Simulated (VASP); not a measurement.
Set up this calculation in VASP 6.6.1, as the native input.

```
Task                               : single point
Functional                         : PBE-based screened hybrid
Potentials or basis                : VASP PAW PBE potentials, release 64 (Al)
Cutoff                             : 520 eV
k mesh                             : 6 × 6 × 6
Occupations                        : fermi-dirac, width 0.05 eV
Spin                               : no spin polarisation
Dipole correction                  : no
Grid for exact exchange (PRECFOCK) : Normal
Share of exact exchange            : 0.25
Further INCAR settings             : ALGO = Normal; EDIFF = 1e-06; NBANDS = 8
Screening parameter                : 0.3 1/Å
```

Al:

```
CELL_PARAMETERS angstrom
0.00000 2.01122 2.01122
2.01122 0.00000 2.01122
2.01122 2.01122 0.00000
ATOMIC_POSITIONS crystal
Al 0.00000 0.00000 0.00000
```

The input as run:

POSCAR

```
Al
1.0
    0.0000000000      2.0112152952      2.0112152952
    2.0112152952      0.0000000000      2.0112152952
    2.0112152952      2.0112152952      0.0000000000
Al
1
Direct
    0.0000000000      0.0000000000      0.0000000000
```

INCAR.step1

```
SYSTEM = Al
PREC = Accurate
ENCUT = 520
EDIFF = 1E-5
ISMEAR = -1
SIGMA = 0.05
LREAL = .False.
LASPH = .True.
NELM = 80
ALGO = Normal
ISIF = 2
LWAVE = .True.
LCHARG = .False.
GGA = PE
NBANDS = 8
```

INCAR.step2

```
SYSTEM = Al
PREC = Accurate
ENCUT = 520
EDIFF = 1E-6
ISMEAR = -1
SIGMA = 0.05
LREAL = .False.
LASPH = .True.
NELM = 80
ALGO = Normal
ISIF = 2
LWAVE = .False.
LCHARG = .False.
GGA = PE
LHFCALC = .True.
AEXX = 0.25
HFSCREEN = 0.3
PRECFOCK = Normal
ISTART = 1
NBANDS = 8
```

KPOINTS

```
Automatic mesh
0
Gamma
  6 6 6
  0 0 0
```

Potentials or basis: VASP PAW PBE potentials, release 64 (Al).

Command:

```bash
$ cat potpaw_PBE.64/Al/POTCAR > POTCAR
$ cp INCAR.step1 INCAR
$ mpirun -np 1 vasp_std > vasp.out
$ cp INCAR.step2 INCAR
$ mpirun -np 1 vasp_std > vasp.out
```

Results of the run:

* Pressure: 0.9 GPa

Caveat: the k points lie up to 0.45 Å⁻¹ apart; the PAW data sets were made with another functional, which shifts forces and pressure a little.

Run time: 92 s on 1 thread of AMD EPYC 7R43 64-Core Processor (Zen 3), on a shared host, peak memory 0.19 GiB.
